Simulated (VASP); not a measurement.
Here is a VASP 6.6.1 calculation.

Contents of POSCAR:

```
Ga4AsP3
1.0
   -2.7519796841      2.7519796841      5.5028866002
    2.7519796841     -2.7519796841      5.5028866002
    2.7519796841      2.7519796841     -5.5028866002
P Ga As
3 4 1
Direct
    0.2500000000      0.7500000000      0.5000000000
    0.5000000000      0.5000000000      0.0000000000
    0.7500000000      0.2500000000      0.5000000000
    0.8711420424      0.3830860113      0.0000000000
    0.1288579576      0.1288579576      0.5119439690
    0.3830860113      0.8711420424      0.0000000000
    0.6169139887      0.6169139887      0.4880560310
    0.0000000000      0.0000000000      0.0000000000
```

INCAR.step1

```
SYSTEM = Ga4AsP3
PREC = Accurate
ENCUT = 520
ISMEAR = -1
SIGMA = 0.02
LREAL = .FALSE.
LASPH = .TRUE.
NELM = 100
NBANDS = 46
GGA = PE
ALGO = Normal
EDIFF = 1E-4
LWAVE = .TRUE.
LCHARG = .FALSE.
```

INCAR.step2

```
SYSTEM = Ga4AsP3
PREC = Accurate
ENCUT = 520
EDIFF = 1E-6
ISMEAR = -1
SIGMA = 0.02
LREAL = .FALSE.
LASPH = .TRUE.
NELM = 100
ALGO = Normal
ISIF = 2
LWAVE = .FALSE.
LCHARG = .TRUE.
METAGGA = R2SCAN
LMIXTAU = .TRUE.
LELF = .TRUE.
LVHAR = .TRUE.
NBANDS = 46
ISTART = 1
```

Contents of KPOINTS:

```
regular mesh
0
G
  6 6 6
  0 0 0
```

Potentials or basis: VASP PAW PBE potentials, release 64 (P, Ga_d, As).

Launch:

```bash
$ cat potpaw_PBE.64/P/POTCAR potpaw_PBE.64/Ga_d/POTCAR potpaw_PBE.64/As/POTCAR > POTCAR
$ cp INCAR.step1 INCAR
$ mpirun -np 1 vasp_std > vasp.out
$ cp INCAR.step2 INCAR
$ mpirun -np 1 vasp_std > vasp.out
```

**Question.** Estimate the largest force.

**Answer.** 0.008 eV/Å.

**Question.** Predict the pressure.

**Answer.** 0.0 GPa.

**Question.** Estimate the band gap on the k mesh.

**Answer.** 1.71 eV (least direct gap 1.83 eV).

Forces in eV/Å, atoms in the order of the input:
```
P    0.000  0.000  0.000
P    0.000  0.000  0.000
P    0.000  0.000  0.000
Ga   0.004 -0.004  0.006
Ga   0.004  0.004 -0.006
Ga  -0.004  0.004  0.006
Ga  -0.004 -0.004 -0.006
As   0.000  0.000  0.000
```

Caveat: the PAW data sets were made with another functional, which shifts forces and pressure a little. A k mesh can miss the band edges.
